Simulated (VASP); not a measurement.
# Si2B2C (P6_3/mmc) in VASP: a series of runs, part 2 of 2

VASP 6.6.1.

## Step 3: Single point, PBE

This run uses another cell than the first one, of 10.83 Å³/atom, 1.236 times its volume.

The input, INCAR:

```
  PREC = Accurate
  ENCUT = 520
  EDIFF = 1E-6
  ISMEAR = 0
  SIGMA = 0.1
  LREAL = False
  LASPH = True
  NELM = 60
  ALGO = Normal
  ISIF = 2
  LWAVE = False
  LCHARG = True
  GGA = PE
  LELF = True
  LVHAR = True
  NBANDS = 29
```

The input, KPOINTS:

```
Automatic mesh
0
Gamma
  6 6 2
```

The input, POSCAR:

```
Si2B2C
1.0
    3.2352230700      0.0000000000      0.0000000000
   -1.6176115300      2.8017853600      0.0000000000
    0.0000000000      0.0000000000     11.9508159300
Si B C
4 4 2
Direct
    0.6666666700      0.3333333300      0.5602570200
    0.6666666700      0.3333333300      0.9397429800
    0.3333333300      0.6666666700      0.4397429800
    0.3333333300      0.6666666700      0.0602570200
    0.6666666700      0.3333333300      0.4025490000
    0.6666666700      0.3333333300      0.0974510000
    0.3333333300      0.6666666700      0.9025490000
    0.3333333300      0.6666666700      0.5974510000
    0.0000000000      0.0000000000      0.7500000000
    0.0000000000      0.0000000000      0.2500000000
```

Potentials or basis: VASP PAW PBE potentials, release 64 (Si, B, C).

On the command line:

```bash
$ cat potpaw_PBE.64/Si/POTCAR potpaw_PBE.64/B/POTCAR potpaw_PBE.64/C/POTCAR > POTCAR
$ mpirun -np 1 vasp_std > vasp.out
```

OUTCAR:

```text
PREC = Accurate
   ENCUT = 520
   EDIFF = 1E-6
   ISMEAR = 0
   LREAL = False
   LASPH = True
   NELM = 60
   ISIF = 2
   GGA = PE

 ion  position               nearest neighbor table
   1  0.667  0.333  0.560-   5 1.88   8 1.92   8 1.92   8 1.92   3 2.36   3 2.36   3 2.36
   2  0.667  0.333  0.940-   6 1.88   7 1.92   7 1.92   7 1.92   4 2.36   4 2.36   4 2.36
   3  0.333  0.667  0.440-   8 1.88   5 1.92   5 1.92   5 1.92   1 2.36   1 2.36   1 2.36
   4  0.333  0.667  0.060-   7 1.88   6 1.92   6 1.92   6 1.92   2 2.36   2 2.36   2 2.36
   5  0.667  0.333  0.403-   1 1.88   3 1.92   3 1.92   3 1.92
   6  0.667  0.333  0.097-   2 1.88   4 1.92   4 1.92   4 1.92
   7  0.333  0.667  0.903-   4 1.88   2 1.92   2 1.92   2 1.92
   8  0.333  0.667  0.597-   3 1.88   1 1.92   1 1.92   1 1.92
   9  0.000  0.000  0.750-
  10  0.000  0.000  0.250-

  LATTYP: Found a hexagonal cell.
 ALAT       =     3.2352230700
 C/A-ratio  =     3.6939696804

  Lattice vectors:

 A1 = (   3.2352230700,   0.0000000000,   0.0000000000)
 A2 = (  -1.6176115300,   2.8017853600,   0.0000000000)
 A3 = (   0.0000000000,   0.0000000000,  11.9508159300)

Analysis of symmetry for initial positions (statically):
=====================================================================
 Subroutine PRICEL returns:
 Original cell was already a primitive cell.

 Routine SETGRP: Setting up the symmetry group for a
 hexagonal supercell.

 Subroutine GETGRP returns: Found 24 space group operations
 (whereof 12 operations were pure point group operations)
 out of a pool of 24 trial point group operations.

The static configuration has the point symmetry D_3d.
 The point group associated with its full space group is D_6h.

Analysis of symmetry for dynamics (positions and initial velocities):
=====================================================================
 Subroutine PRICEL returns:
 Original cell was already a primitive cell.

 Routine SETGRP: Setting up the symmetry group for a
 hexagonal supercell.

 Subroutine GETGRP returns: Found 24 space group operations
 (whereof 12 operations were pure point group operations)
 out of a pool of 24 trial point group operations.

The dynamic configuration has the point symmetry D_3d.
 The point group associated with its full space group is D_6h.

 Subroutine INISYM returns: Found 24 space group operations
 (whereof 12 operations are pure point group operations),
 and found     1 'primitive' translations

----------------------------------------------------------------------------------------

                                     Primitive cell

  volume of cell :     108.3270

  direct lattice vectors                    reciprocal lattice vectors
     3.235223070  0.000000000  0.000000000     0.309097697  0.178457638  0.000000000
    -1.617611530  2.801785360  0.000000000     0.000000000  0.356915278  0.000000000
     0.000000000  0.000000000 11.950815930     0.000000000  0.000000000  0.083676295

  length of vectors
     3.235223070  3.235223063 11.950815930     0.356915277  0.356915278  0.083676295

  position of ions in fractional coordinates (direct lattice)
     0.666666670  0.333333330  0.560257020
     0.666666670  0.333333330  0.939742980
[... 62 lines left out ...]
  0.333333  0.166667  0.500000     12.000000
  0.333333  0.333333  0.500000      2.000000
   k-points           NKPTS =     14   k-points in BZ     NKDIM =     14   number of bands    NBANDS=     29
   number of dos      NEDOS =    301   number of ions     NIONS =     10
   total plane-waves  NPLWV =  51840
   dimension x,y,z NGX =    24 NGY =   24 NGZ =   90
   dimension x,y,z NGXF=    48 NGYF=   48 NGZF=  180
   ions per type =               4   4   2
   NGX,Y,Z   is equivalent  to a cutoff of  12.33, 12.33, 12.52 a.u.
   NGXF,Y,Z  is equivalent  to a cutoff of  24.67, 24.67, 25.04 a.u.
 SYSTEM =  unknown system
   PREC   = accura    normal or accurate (medium, high low for compatibility)
   ISTART =      0    job   : 0-new  1-cont  2-samecut
   ICHARG =      2    charge: 1-file 2-atom 10-const
[... 18 lines left out ...]
   NUPDOWN=      -1.0000    fix difference up-down
   EMIN   =  10.00;   EMAX   =-10.00  energy-range for DOS
   EFERMI =   0.00;   METHOD = LEGACY
   ISMEAR =     0;   SIGMA  =   0.10  broadening in eV -4-tet -1-fermi 0-gaus
   EFERMI_NEDOS =   21; number of points for ismear=-14 and -15
   IALGO  =     38    algorithm
   IMIX   =      4    mixing-type and parameters
     AMIX     =   0.40;   BMIX     =  1.00
     AMIX_MAG =   1.60;   BMIX_MAG =  1.00
  volume/ion in A,a.u.               =      10.83        73.10
  Fermi-wavevector in a.u.,A,eV,Ry     =   1.133958  2.142869 17.495182  1.285860
  Thomas-Fermi vector in A             =   2.270661
   LORBIT       =      0    0 simple, 1 ext, 2 COOP (PROOUT), +10 PAW based schemes
   GGA     = PE    functional components
   LHFCALC =     F    Hartree Fock is set to
   AEXX    =    0.0000 exact exchange contribution
   IVDW    =     0    specifies the selected vdW correction
   LEPSILON=     F    determine dielectric tensor
   LRPA    =     F    only Hartree local field effects (RPA)
 non-spin polarized calculation
 Gauss-broadening in eV      SIGMA  =   0.10
  energy-cutoff  :      520.00
  volume of cell :      108.33
 maximum number of plane-waves:      2970
   NGX = 13   NGY = 13   NGZ = 45

 number of electron      36.0000001 magnetization

 Free energy of the ion-electron system (eV)
  ---------------------------------------------------
  ext. energy  EPLUGINS =         0.00000000
  ---------------------------------------------------
  free energy    TOTEN  =       -48.34154560 eV

  energy without entropy =      -48.33016192  energy(sigma->0) =      -48.33585376

 E-fermi :   7.0002     XC(G=0): -10.9850

 val. band max:        6.8289217986   @ k =   0.1667   0.0000   0.5000
 cond. band min:       7.0876315615   @ k =   0.3333   0.1667   0.5000
 fundamental gap:      0.2587097628
 Fermi energy:         7.0002259495

 k-point     1 :       0.0000    0.0000    0.0000
  band No.  band energies     occupation
      1      -8.8649      2.00000
      2      -8.7714      2.00000
      3      -5.0284      2.00000
      4      -3.5162      2.00000
      5      -3.3459      2.00000
      6      -0.3821      2.00000
[... 437 lines left out ...]
     28      13.7472      0.00000
     29      14.1309      0.00000

------------------------ aborting loop because EDIFF is reached ----------------------------------------

  FORCE on cell =-STRESS in cart. coord.  units (eV):
  Direction    XX          YY          ZZ          XY          YZ          ZX
  --------------------------------------------------------------------------------------
  -------------------------------------------------------------------------------------
  Total       15.9282221     15.9282221     16.4163114      0.0000000     -0.0000000      0.0000000
  in kB      235.5815291    235.5815282    242.8004653      0.0000004     -0.0000000      0.0000000
  external PRESSURE =     237.9878409 kB  Pullay stress =       0.0000000 kB

 VOLUME and BASIS-vectors are now :
 -----------------------------------------------------------------------------
  energy-cutoff  :      520.00
  volume of cell :      108.33
      direct lattice vectors                 reciprocal lattice vectors
     3.235223070  0.000000000  0.000000000     0.309097697  0.178457638  0.000000000
    -1.617611530  2.801785360  0.000000000     0.000000000  0.356915278  0.000000000
     0.000000000  0.000000000 11.950815930     0.000000000  0.000000000  0.083676295

 POSITION                                       TOTAL-FORCE (eV/Angst)
 -----------------------------------------------------------------------------------
      1.61761      0.93393      6.69553         0.000000      0.000000      4.753903
      1.61761      0.93393     11.23070         0.000000     -0.000000     -4.753903
     -0.00000      1.86786      5.25529        -0.000000     -0.000000     -4.753903
     -0.00000      1.86786      0.72012        -0.000000     -0.000000      4.753903
      1.61761      0.93393      4.81079        -0.000000      0.000000     -4.415780
      1.61761      0.93393      1.16462        -0.000000      0.000000      4.415780
     -0.00000      1.86786     10.78620         0.000000      0.000000     -4.415780
     -0.00000      1.86786      7.14003         0.000000      0.000000      4.415780
      0.00000      0.00000      8.96311        -0.000000      0.000000     -0.000000
      0.00000      0.00000      2.98770        -0.000000      0.000000      0.000000
 -----------------------------------------------------------------------------------
    total drift:                               -0.000000     -0.000000      0.000000

  FREE ENERGIE OF THE ION-ELECTRON SYSTEM (eV)
  ---------------------------------------------------
  free  energy   TOTEN  =       -48.3415456026 eV

  energy  without entropy=      -48.3301619190  energy(sigma->0) =      -48.33585376
```

It took 21 s on 1 thread of Intel Xeon 6975P-C (Granite Rapids), shared host; peak memory 0.22 GiB.

What came out:

- Free energy: -48.3415 eV
- Pressure: 23.8 GPa
- Largest force: 4.754 eV/Å
- Band gap on the k mesh: zero (band 18 reaches 7.43 eV, above the bottom of band 19 at 6.56 eV)

Forces in eV/Å, atoms in the order of the input:
```
Si   0.000  0.000  4.754
Si   0.000  0.000 -4.754
Si   0.000  0.000 -4.754
Si   0.000  0.000  4.754
B    0.000  0.000 -4.416
B    0.000  0.000  4.416
B    0.000  0.000 -4.416
B    0.000  0.000  4.416
C    0.000  0.000  0.000
C    0.000  0.000  0.000
```

Levels at points of the mesh, in eV from the Fermi level:
| k point | band 15 | band 16 | band 17 | band 18 | band 19 | band 20 | band 21 | band 22 |
| --- | --- | --- | --- | --- | --- | --- | --- | --- |
| (0.00, 0.00, 0.00) | 0.11 | 0.40 | 0.43 | 0.43 | 1.12 | 1.12 | 1.43 | 1.43 |
| (0.50, 0.00, 0.00) | -2.16 | -1.73 | -1.62 | -0.83 | 0.58 | 0.65 | 0.76 | 0.98 |
| (0.00, 0.00, 0.50) | 0.24 | 0.24 | 0.24 | 0.24 | 1.30 | 1.30 | 1.30 | 1.30 |
| (0.50, 0.00, 0.50) | -1.59 | -1.59 | -1.30 | -1.30 | 0.69 | 0.69 | 1.21 | 1.21 |

Caveat: the k points lie up to 0.37 Å⁻¹ apart; forces of over 1 eV/Å act on the atoms, so gaps and moduli don't describe the material at rest.

## Step 4: Single point, PBE

This run uses another cell than the first one, of 8.73 Å³/atom, 0.996 times its volume.

The input, INCAR:

```
PREC = Accurate ; ENCUT = 520
EDIFF = 1E-6 ; ISMEAR = 0
SIGMA = 0.1 ; LREAL = False
LASPH = True ; NELM = 80
ALGO = Normal ; ISIF = 2
LWAVE = False ; LCHARG = True
GGA = PE ; LELF = True
LVHAR = True ; NBANDS = 29
```

The input, KPOINTS:

```
Automatic mesh
0
Gamma
  12 12 4
```

The input, POSCAR:

```
Si2B2C
1.0
    2.9476859645      0.0000000000      0.0000000000
   -1.4738429822      2.5527709276      0.0000000000
    0.0000000000      0.0000000000     11.5998396800
Si B C
4 4 2
Direct
    0.6666666667      0.3333333333      0.6473837180
    0.6666666667      0.3333333333      0.8526162820
    0.3333333333      0.6666666667      0.3526162820
    0.3333333333      0.6666666667      0.1473837180
    0.6666666667      0.3333333333      0.4760715038
    0.6666666667      0.3333333333      0.0239284962
    0.3333333333      0.6666666667      0.9760715038
    0.3333333333      0.6666666667      0.5239284962
    0.0000000000      0.0000000000      0.7500000000
    0.0000000000      0.0000000000      0.2500000000
```

On the command line:

```bash
$ cat potpaw_PBE.64/Si/POTCAR potpaw_PBE.64/B/POTCAR potpaw_PBE.64/C/POTCAR > POTCAR
$ mpirun -np 1 vasp_std > vasp.out
```

Run time: 71 s. Hardware: 1 thread of Intel Xeon 6975P-C (Granite Rapids), shared host; peak memory 0.28 GiB.

The run converged. Its results:

```
Free energy            : -62.2584 eV
Pressure               : 0.0 GPa
Largest force          : 0.006 eV/Å
Band gap on the k mesh : zero (band 18 reaches 13.84 eV, above the bottom of band 19 at 9.95 eV)
```

Forces on the atoms (eV/Å):
```
Si   0.000  0.000 -0.006
Si   0.000  0.000  0.006
Si   0.000  0.000  0.006
Si   0.000  0.000 -0.006
B    0.000  0.000 -0.002
B    0.000  0.000  0.002
B    0.000  0.000 -0.002
B    0.000  0.000  0.002
C    0.000  0.000  0.000
C    0.000  0.000  0.000
```

Stress tensor (GPa, compression positive):
```
 0.09  0.00  0.00
 0.00  0.09  0.00
 0.00  0.00 -0.15
```

Levels at points of the mesh, in eV from the Fermi level:
| k point | band 14 | band 15 | band 16 | band 17 | band 18 | band 19 | band 20 | band 21 | band 22 | band 23 |
| --- | --- | --- | --- | --- | --- | --- | --- | --- | --- | --- |
| (0.00, 0.00, 0.00) | -0.88 | -0.88 | -0.85 | -0.85 | 3.01 | 3.67 | 3.68 | 4.73 | 4.73 | 4.91 |
| (0.50, 0.00, 0.00) | -3.91 | -3.68 | -3.67 | -2.66 | -2.44 | 0.04 | 1.09 | 1.78 | 2.58 | 2.66 |
| (0.00, 0.00, 0.50) | -0.86 | -0.86 | -0.86 | 1.01 | 1.01 | 3.68 | 3.68 | 5.05 | 5.05 | 5.05 |
| (0.50, 0.00, 0.50) | -4.35 | -3.06 | -3.06 | -2.50 | -2.50 | 0.59 | 0.59 | 1.50 | 1.50 | 3.51 |

## Step 5: Relaxation of cell and atoms, PBE

This run uses another cell than the first one, of 10.83 Å³/atom, 1.236 times its volume.

The input, INCAR:

```
SYSTEM = Si2B2C
PREC     = Accurate       ! precision mode
ENCUT    = 600            ! plane-wave cutoff, eV
EDIFF    = 1E-6           ! SCF threshold, eV
ISMEAR   = 0              ! smearing method
SIGMA    = 0.1            ! smearing width, eV
LREAL    = .FALSE.        ! projectors in reciprocal space
LASPH    = .TRUE.         ! aspherical terms in the spheres
NELM     = 60             ! most SCF steps
ALGO     = Normal         ! electronic algorithm
ISIF     = 3              ! what is computed and relaxed
LWAVE    = .FALSE.        ! write WAVECAR
LCHARG   = .FALSE.        ! write CHGCAR
GGA      = PE             ! functional
IBRION   = 2              ! ionic algorithm
NSW      = 90             ! ionic steps
EDIFFG   = -0.04          ! ionic threshold
```

The input, KPOINTS:

```
regular mesh
0
G
  6 6 2
  0 0 0
```

The input, POSCAR:

```
Si2B2C
1.0
    3.2352230700      0.0000000000      0.0000000000
   -1.6176115300      2.8017853600      0.0000000000
    0.0000000000      0.0000000000     11.9508159300
Si B C
4 4 2
Direct
    0.6666666700      0.3333333300      0.5602570200
    0.6666666700      0.3333333300      0.9397429800
    0.3333333300      0.6666666700      0.4397429800
    0.3333333300      0.6666666700      0.0602570200
    0.6666666700      0.3333333300      0.4025490000
    0.6666666700      0.3333333300      0.0974510000
    0.3333333300      0.6666666700      0.9025490000
    0.3333333300      0.6666666700      0.5974510000
    0.0000000000      0.0000000000      0.7500000000
    0.0000000000      0.0000000000      0.2500000000
```

On the command line:

```bash
$ cat potpaw_PBE.64/Si/POTCAR potpaw_PBE.64/B/POTCAR potpaw_PBE.64/C/POTCAR > POTCAR
$ mpirun -np 1 vasp_std > vasp.out
```

It took 14 min on 1 thread of Intel Xeon 6975P-C (Granite Rapids), shared host; peak memory 0.3 GiB.

It converged, with:

```yaml
Free_energy: -62.2405 eV
Relaxed_volume: 8.76 Å³/atom
Relaxed_cell: a = 2.955 Å, b = 2.955 Å, c = 11.586 Å, α = 90.00°, β = 90.00°, γ = 120.00°
Space_group_after_relaxing_to_0.05_Å: P6_3/mmc (No. 194)
Energy_gained_by_relaxing: 1389.4 meV/atom
Ionic_steps: 63
Pressure_after_relaxing: -0.1 GPa
Largest_force_after_relaxing: 0.027 eV/Å
Band_gap_on_the_k_mesh: zero (band 18 reaches 13.89 eV, above the bottom of band 19 at 10.38 eV)
```

Forces on the atoms (eV/Å):
```
Si   0.000  0.000 -0.020
Si   0.000  0.000  0.020
Si   0.000  0.000  0.020
Si   0.000  0.000 -0.020
B    0.000  0.000 -0.027
B    0.000  0.000  0.027
B    0.000  0.000 -0.027
B    0.000  0.000  0.027
C    0.000  0.000  0.000
C    0.000  0.000  0.000
```

Step by step:
| step | energy change (eV) | largest force (eV/Å) | pressure (GPa) | volume (Å³) |
| --- | --- | --- | --- | --- |
| 1 | 0.0000 | 4.7542 | 23.78 | 108.33 |
| 3 | -3.2385 | 1.3286 | -7.83 | 125.46 |
| 5 | -4.6257 | 0.5820 | 7.95 | 106.38 |
| 7 | -4.8773 | 0.1443 | 1.75 | 108.38 |
| 9 | -4.9000 | 0.1278 | 0.00 | 110.02 |
| 11 | -4.9068 | 0.0769 | 0.35 | 110.35 |
| 13 | -4.9093 | 0.0672 | 0.16 | 110.51 |
| 15 | -4.9131 | 0.0885 | 0.04 | 110.85 |
| 17 | -4.9248 | 0.0688 | 0.19 | 111.63 |
| 19 | -5.0499 | 0.2209 | -1.91 | 115.21 |
| 21 | -5.1237 | 0.2824 | -4.06 | 116.55 |
| 23 | -5.1496 | 0.2935 | -6.04 | 117.58 |
| 25 | -5.1502 | 0.2945 | -6.34 | 117.72 |
| 27 | -5.1512 | 0.2957 | -6.46 | 117.77 |
| 29 | -5.1534 | 0.3007 | -6.95 | 117.95 |
| 31 | -5.1592 | 0.3060 | -6.90 | 117.85 |
| 33 | -5.1849 | 0.3315 | -6.66 | 117.40 |
| 35 | -5.2805 | 0.4490 | -5.74 | 115.61 |
| 37 | -5.6194 | 1.3901 | -3.02 | 108.59 |
| 39 | -5.7230 | 1.9138 | -2.09 | 105.50 |
| 41 | -5.8041 | 3.1692 | -1.57 | 102.34 |
| 43 | -6.0118 | 5.0867 | -0.26 | 98.96 |
| 45 | -6.9028 | 6.4866 | 0.13 | 95.54 |
| 47 | -7.1727 | 15.9212 | 36.21 | 80.95 |
| 49 | -9.1866 | 10.5773 | 10.75 | 86.59 |
| 51 | -10.6364 | 9.7835 | 26.43 | 81.25 |
| 53 | -13.3281 | 3.6710 | 10.39 | 84.39 |
| 55 | -13.8718 | 0.5820 | 1.02 | 87.16 |
| 57 | -13.8812 | 0.2517 | 1.67 | 86.90 |
| 59 | -13.8914 | 0.1451 | 0.14 | 87.51 |
| 61 | -13.8928 | 0.0880 | -0.65 | 87.84 |
| 63 | -13.8940 | 0.0267 | -0.09 | 87.63 |

Final structure:
```cif
data_structure
_symmetry_space_group_name_H-M 'P 1'
_symmetry_Int_Tables_number 1
_cell_length_a 2.9552
_cell_length_b 2.9552
_cell_length_c 11.5857
_cell_angle_alpha 90.000
_cell_angle_beta 90.000
_cell_angle_gamma 120.000
_cell_volume 87.63
loop_
_atom_site_label
_atom_site_type_symbol
_atom_site_fract_x
_atom_site_fract_y
_atom_site_fract_z
_atom_site_occupancy
Si1 Si 0.66667 0.33333 0.64751 1
Si2 Si 0.66667 0.33333 0.85249 1
Si3 Si 0.33333 0.66667 0.35249 1
Si4 Si 0.33333 0.66667 0.14751 1
B1 B 0.66667 0.33333 0.47665 1
B2 B 0.66667 0.33333 0.02335 1
B3 B 0.33333 0.66667 0.97665 1
B4 B 0.33333 0.66667 0.52335 1
C1 C 0.00000 0.00000 0.75000 1
C2 C 0.00000 0.00000 0.25000 1
```

Levels at points of the mesh, in eV from the Fermi level:
```csv
k point,band 14,band 15,band 16,band 17,band 18,band 19,band 20,band 21,band 22,band 23
"(0.00, 0.00, 0.00)",-1.14,-1.12,-1.12,-1.08,2.89,3.34,3.34,4.48,4.48,4.65
"(0.50, 0.00, 0.00)",-4.16,-3.92,-3.86,-2.90,-2.61,-0.18,0.82,1.55,2.34,2.45
"(0.00, 0.00, 0.50)",-1.13,-1.13,-1.13,0.88,0.88,3.35,3.35,4.81,4.81,4.81
"(0.50, 0.00, 0.50)",-4.59,-3.31,-3.31,-2.68,-2.68,0.39,0.39,1.24,1.24,3.30
```

Caveat: the k points lie up to 0.41 Å⁻¹ apart in the final cell; the volume moved by over 15 % at a fixed basis, so the end points are rough.

## Step 6: Summary

```csv
task,cell,k mesh,cutoff (eV),gap on the mesh (eV),pressure (GPa),largest force (eV/Å)
single point,"a = 2.955, b = 2.955, c = 11.590 Å, angles 90.0, 90.0, 120.0°, 10 atoms",6 × 6 × 2,520,none,-0.1,0.01
single point,"a = 3.235, b = 3.235, c = 11.951 Å, angles 90.0, 90.0, 120.0°, 10 atoms",6 × 6 × 2,520,none,23.8,4.75
single point,"a = 2.948, b = 2.948, c = 11.600 Å, angles 90.0, 90.0, 120.0°, 10 atoms",12 × 12 × 4,520,none,0.0,0.01
relaxation of cell and atoms,"relaxed from a = 3.235, b = 3.235, c = 11.951 Å, angles 90.0, 90.0, 120.0°, 10 atoms",6 × 6 × 2,600,none,-0.1,0.03
```

Alike in all rows: level PBE; potentials or basis VASP PAW PBE potentials, release 64 (Si, B, C); no spin polarisation; smearing gaussian 0.1 eV.

Caveats: some runs use coarse meshes; forces of over 1 eV/Å act on the atoms, so gaps and moduli don't describe the material at rest (some runs); the volume moved by over 15 % at a fixed basis, so the end points are rough (some runs).

Total energies depend on the potentials used, so only differences within one code and one set of settings carry meaning.
